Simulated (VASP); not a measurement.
# MnS (Fm-3m) in VASP: further runs

MnS is run at these levels: revPBE+D4, PBE; tasks: single point.

Everything below comes from runs of VASP 6.6.1. Logs are shortened: lines on timing, memory, paths and dates and some standing lists are left out, and cuts for length are marked.

## (1) The cell of the first run

It takes space group Fm-3m (No. 225, cubic). Conventional cell: a = 4.932 Å, b = 4.932 Å, c = 4.932 Å, α = 90.00°, β = 90.00°, γ = 90.00°. Mn (site symmetry m-3m) has 6 S at 2.47 Å within 3.3 Å. S (site symmetry m-3m) has 6 Mn at 2.47 Å within 3.3 Å.

## (2) Single point, revPBE+D4, collinear spin, ferromagnetic start

File INCAR:

```
SYSTEM = MnS
  ALGO = Normal
  EDIFF = 1E-6
  ENCUT = 520
  GGA = RE
  ISIF = 2
  ISMEAR = -1
  ISPIN = 2
  IVDW = 13
  LASPH = .TRUE.
  LCHARG = .FALSE.
  LMAXMIX = 4
  LORBIT = 11
  LREAL = .FALSE.
  LWAVE = .FALSE.
  MAGMOM = 4 0
  NBANDS = 20
  NELM = 150
  PREC = Accurate
  SIGMA = 0.05
```

File KPOINTS:

```
k-points
0
G
  9 9 9
  0 0 0
```

File POSCAR:

```
MnS
1.0
    0.0000000000      2.4659216567      2.4659216567
    2.4659216567      0.0000000000      2.4659216567
    2.4659216567      2.4659216567      0.0000000000
Mn S
1 1
Direct
    0.0000000000      0.0000000000      0.0000000000
    0.5000000000      0.5000000000      0.5000000000
```

Potentials or basis: VASP PAW PBE potentials, release 64 (Mn_pv, S).

Command:

```bash
$ cat potpaw_PBE.64/Mn_pv/POTCAR potpaw_PBE.64/S/POTCAR > POTCAR
$ mpirun -np 1 vasp_std > vasp.out
```

OUTCAR:

```text
SYSTEM = MnS
   EDIFF = 1E-6
   ENCUT = 520
   GGA = RE
   ISIF = 2
   ISMEAR = -1
   ISPIN = 2
   IVDW = 13
   LASPH = .TRUE.
   LORBIT = 11
   LREAL = .FALSE.
   NELM = 150
   PREC = Accurate

 ion  position               nearest neighbor table
   1  0.000  0.000  0.000-   2 2.47   2 2.47   2 2.47   2 2.47   2 2.47   2 2.47
   2  0.500  0.500  0.500-   1 2.47   1 2.47   1 2.47   1 2.47   1 2.47   1 2.47

  LATTYP: Found a face centered cubic cell.
 ALAT       =     4.9318433134

  Lattice vectors:

 A1 = (   0.0000000000,   2.4659216567,   2.4659216567)
 A2 = (   2.4659216567,   0.0000000000,   2.4659216567)
 A3 = (   2.4659216567,   2.4659216567,   0.0000000000)

Analysis of symmetry for initial positions (statically):
=====================================================================
 Subroutine PRICEL returns:
 Original cell was already a primitive cell.

 Routine SETGRP: Setting up the symmetry group for a
 face centered cubic supercell.

 Subroutine GETGRP returns: Found 48 space group operations
 (whereof 48 operations were pure point group operations)
 out of a pool of 48 trial point group operations.

The static configuration has the point symmetry O_h .

Analysis of symmetry for dynamics (positions and initial velocities):
=====================================================================
 Subroutine PRICEL returns:
 Original cell was already a primitive cell.

 Routine SETGRP: Setting up the symmetry group for a
 face centered cubic supercell.

 Subroutine GETGRP returns: Found 48 space group operations
 (whereof 48 operations were pure point group operations)
 out of a pool of 48 trial point group operations.

The dynamic configuration has the point symmetry O_h .

Analysis of structural, dynamic, and magnetic symmetry:
=====================================================================
 Subroutine PRICEL returns:
 Original cell was already a primitive cell.

 Routine SETGRP: Setting up the symmetry group for a
 face centered cubic supercell.

 Subroutine GETGRP returns: Found 48 space group operations
 (whereof 48 operations were pure point group operations)
 out of a pool of 48 trial point group operations.

The overall configuration has the point symmetry O_h .

 Subroutine INISYM returns: Found 48 space group operations
 (whereof 48 operations are pure point group operations),
 and found     1 'primitive' translations

----------------------------------------------------------------------------------------

                                     Primitive cell

  volume of cell :      29.9894

  direct lattice vectors                    reciprocal lattice vectors
     0.000000000  2.465921657  2.465921657    -0.202763944  0.202763944  0.202763944
     2.465921657  0.000000000  2.465921657     0.202763944 -0.202763944  0.202763944
     2.465921657  2.465921657  0.000000000     0.202763944  0.202763944 -0.202763944

  length of vectors
     3.487339851  3.487339851  3.487339851     0.351197452  0.351197452  0.351197452

  position of ions in fractional coordinates (direct lattice)
     0.000000000  0.000000000  0.000000000
     0.500000000  0.500000000  0.500000000

  ion indices of the primitive-cell ions
   primitive index   ion index
                 1           1
                 2           2

----------------------------------------------------------------------------------------

 KPOINTS: k-points

Automatic generation of k-mesh.
 Grid dimensions read from file:
 generate k-points for:    9    9    9

 Generating k-lattice:

  Cartesian coordinates                     Fractional coordinates (reciprocal lattice)
    -0.022529327  0.022529327  0.022529327     0.111111111  0.000000000  0.000000000
     0.022529327 -0.022529327  0.022529327     0.000000000  0.111111111  0.000000000
     0.022529327  0.022529327 -0.022529327     0.000000000  0.000000000  0.111111111

  Length of vectors
     0.039021939  0.039021939  0.039021939

  Shift w.r.t. Gamma in fractional coordinates (k-lattice)
     0.000000000  0.000000000  0.000000000

 Subroutine IBZKPT returns following result:
 ===========================================

 Found     35 irreducible k-points:

 Following reciprocal coordinates:
            Coordinates               Weight
  0.000000  0.000000  0.000000      1.000000
  0.111111  0.000000  0.000000      8.000000
  0.222222  0.000000  0.000000      8.000000
  0.333333  0.000000  0.000000      8.000000
  0.444444  0.000000  0.000000      8.000000
  0.111111  0.111111  0.000000      6.000000
[... 16 lines left out ...]
 -0.333333  0.333333  0.000000     12.000000
  0.444444  0.444444  0.000000      6.000000
 [... further k-points ...]
   k-points           NKPTS =     35   k-points in BZ     NKDIM =     35   number of bands    NBANDS=     20
   number of dos      NEDOS =    301   number of ions     NIONS =      2
   total plane-waves  NPLWV =  21952
   dimension x,y,z NGX =    28 NGY =   28 NGZ =   28
   dimension x,y,z NGXF=    56 NGYF=   56 NGZF=   56
   ions per type =               1   1
   NGX,Y,Z   is equivalent  to a cutoff of  13.35, 13.35, 13.35 a.u.
   NGXF,Y,Z  is equivalent  to a cutoff of  26.70, 26.70, 26.70 a.u.
 SYSTEM =  MnS
   PREC   = accura    normal or accurate (medium, high low for compatibility)
   ISTART =      0    job   : 0-new  1-cont  2-samecut
   ICHARG =      2    charge: 1-file 2-atom 10-const
   ISPIN  =      2    spin polarized calculation?
   LNONCOLLINEAR =      F non collinear calculations
   LSORBIT =      F    spin-orbit coupling
   LASPH  =      T    aspherical Exc in radial PAW
   ENCUT  =  520.0 eV  38.22 Ry    6.18 a.u.   6.48  6.48  6.48*2*pi/ulx,y,z
   NELM   =    150;   NELMIN=  2; NELMDL= -5     # of ELM steps
   EDIFF  = 0.1E-05   stopping-criterion for ELM
   LREAL  =      F    real-space projection
   EDIFFG = 0.1E-04   stopping-criterion for IOM
   NSW    =      0    number of steps for IOM
   IBRION =     -1    ionic relax: 0-MD 1-quasi-New 2-CG
   NFREE  =      0    steps in history (QN), initial steepest desc. (CG)
   ISIF   =      2    stress and relaxation
   ISYM   =      2    0-nonsym 1-usesym 2-fastsym
   POTIM  = 0.5000    time-step for ionic-motion
   TEBEG  =    0.0;   TEEND  =   0.0 temperature during run
   PSTRESS=    0.0 pullay stress
   NELECT =      19.0000    total number of electrons
   NUPDOWN=      -1.0000    fix difference up-down
   EMIN   =  10.00;   EMAX   =-10.00  energy-range for DOS
   EFERMI =   0.00;   METHOD = LEGACY
   ISMEAR =    -1;   SIGMA  =   0.05  broadening in eV -4-tet -1-fermi 0-gaus
   EFERMI_NEDOS =   21; number of points for ismear=-14 and -15
   IALGO  =     38    algorithm
   IMIX   =      4    mixing-type and parameters
     AMIX     =   0.40;   BMIX     =  1.00
     AMIX_MAG =   1.60;   BMIX_MAG =  1.00
  volume/ion in A,a.u.               =      14.99       101.19
  Fermi-wavevector in a.u.,A,eV,Ry     =   1.406059  2.657065 26.898729  1.977001
  Thomas-Fermi vector in A             =   2.528457
   LORBIT       =     11    0 simple, 1 ext, 2 COOP (PROOUT), +10 PAW based schemes
   GGA     = RE    functional components
   LHFCALC =     F    Hartree Fock is set to
   AEXX    =    0.0000 exact exchange contribution
   IVDW    =    13    specifies the selected vdW correction
   LEPSILON=     F    determine dielectric tensor
   LRPA    =     F    only Hartree local field effects (RPA)
 spin polarized calculation
  energy-cutoff  :      520.00
  volume of cell :       29.99
 maximum number of plane-waves:       869
 NGX is ok and might be reduce to    28
   NGX = 13   NGY = 13   NGZ = 13

 number of electron      18.9999987 magnetization       4.1305812

 Free energy of the ion-electron system (eV)
  ---------------------------------------------------
  ext. energy  EPLUGINS =         0.00000000
  ---------------------------------------------------
  free energy    TOTEN  =       -13.39645207 eV

  energy without entropy =      -13.38419510  energy(sigma->0) =      -13.39032358

 E-fermi :   8.6990     XC(G=0): -11.4013

 val. band max:        8.6778152763   @ k =  -0.4444   0.3333   0.1111
 cond. band min:       8.6992395634   @ k =  -0.1111   0.1111   0.0000
 fundamental gap:      0.0214242871
 Fermi energy:         8.6990190267

 spin component 1

 k-point     1 :       0.0000    0.0000    0.0000
  band No.  band energies     occupation
      1     -41.8385      1.00000
      2     -41.8385      1.00000
      3     -41.8385      1.00000
      4      -7.1331      1.00000
      5       5.2210      1.00000
      6       5.2210      1.00000
[... 12 lines left out ...]
     19      21.2453      0.00000
     20      22.5893      0.00000
[... 507 lines left out ...]
 k-point    24 :       0.4444    0.4444    0.0000
  band No.  band energies     occupation
      1     -41.8548      1.00000
      2     -41.8454      1.00000
      3     -41.8454      1.00000
      4      -5.2861      1.00000
      5       1.7411      1.00000
      6       4.4527      1.00000
[... 12 lines left out ...]
     19      24.3723      0.00000
     20      24.3723      0.00000

 [... further k-points ...]

 spin component 2

 k-point     1 :       0.0000    0.0000    0.0000
  band No.  band energies     occupation
      1     -37.7647      1.00000
      2     -37.7647      1.00000
      3     -37.7647      1.00000
      4      -6.8800      1.00000
      5       6.7473      1.00000
      6       6.7473      1.00000
[... 12 lines left out ...]
     19      22.2788      0.00000
     20      24.1834      0.00000
[... 507 lines left out ...]
 k-point    24 :       0.4444    0.4444    0.0000
  band No.  band energies     occupation
      1     -37.7857      1.00000
      2     -37.7735      1.00000
      3     -37.7735      1.00000
      4      -5.0484      1.00000
      5       2.0912      1.00000
      6       4.9289      1.00000
[... 12 lines left out ...]
     19      24.9152      0.00000
     20      24.9152      0.00000

 [... further k-points ...]

------------------------ aborting loop because EDIFF is reached ----------------------------------------

  DFT-D4 for vdW energy calculation

  Edisp (eV):   -1.69289

  FORCE on cell =-STRESS in cart. coord.  units (eV):
  Direction    XX          YY          ZZ          XY          YZ          ZX
  --------------------------------------------------------------------------------------
  -------------------------------------------------------------------------------------
  Total      -0.00219    -0.00219    -0.00219     0.00000     0.00000    -0.00000
  in kB      -0.11674    -0.11674    -0.11674     0.00000     0.00000    -0.00000
  external pressure =       -0.12 kB  Pullay stress =        0.00 kB

 VOLUME and BASIS-vectors are now :
 -----------------------------------------------------------------------------
  energy-cutoff  :      520.00
  volume of cell :       29.99
      direct lattice vectors                 reciprocal lattice vectors
     0.000000000  2.465921657  2.465921657    -0.202763944  0.202763944  0.202763944
     2.465921657  0.000000000  2.465921657     0.202763944 -0.202763944  0.202763944
     2.465921657  2.465921657  0.000000000     0.202763944  0.202763944 -0.202763944

 POSITION                                       TOTAL-FORCE (eV/Angst)
 -----------------------------------------------------------------------------------
      0.00000      0.00000      0.00000         0.000000      0.000000     -0.000000
      2.46592      2.46592      2.46592         0.000000     -0.000000      0.000000
 -----------------------------------------------------------------------------------
    total drift:                               -0.000000      0.000000      0.000000

  FREE ENERGIE OF THE ION-ELECTRON SYSTEM (eV)
  ---------------------------------------------------
  free  energy   TOTEN  =       -15.0893415682 eV

  energy  without entropy=      -15.0770845969  energy(sigma->0) =      -15.08321308

 total charge

# of ion       s       p       d       tot
------------------------------------------
    1        0.244   6.214   5.022  11.481
    2        1.330   2.437   0.000   3.768
--------------------------------------------------
tot          1.574   8.652   5.022  15.248

 magnetization (x)

# of ion       s       p       d       tot
------------------------------------------
    1        0.053   0.044   3.733   3.830
    2        0.025   0.030   0.000   0.055
--------------------------------------------------
tot          0.079   0.074   3.733   3.885
```

It took 72 s on 1 thread of Intel Xeon 8259CL, shared host; peak memory 0.19 GiB.

What came out:

```
Free energy                                           : -15.0893 eV
Pressure                                              : 0.0 GPa
Net moment                                            : 4.13 μB per cell
Site moments                                          : Mn +3.83; S +0.06 μB
Valence electrons inside the program's atomic spheres : Mn 11.48; S 3.77
Dispersion energy per atom                            : -0.846 eV
```

Caveat: the PAW data sets were made with another functional, which shifts forces and pressure a little; a cell with one magnetic atom can't hold antiferromagnetic order, which such compounds often take; semilocal functionals often make such compounds metallic where correlation or magnetic order opens a gap, which also shifts bond lengths. With open d or f shells a metallic result of revPBE can be an artefact of self-interaction; +U or a hybrid may open a gap.

(Continued in part 2 of 2.)
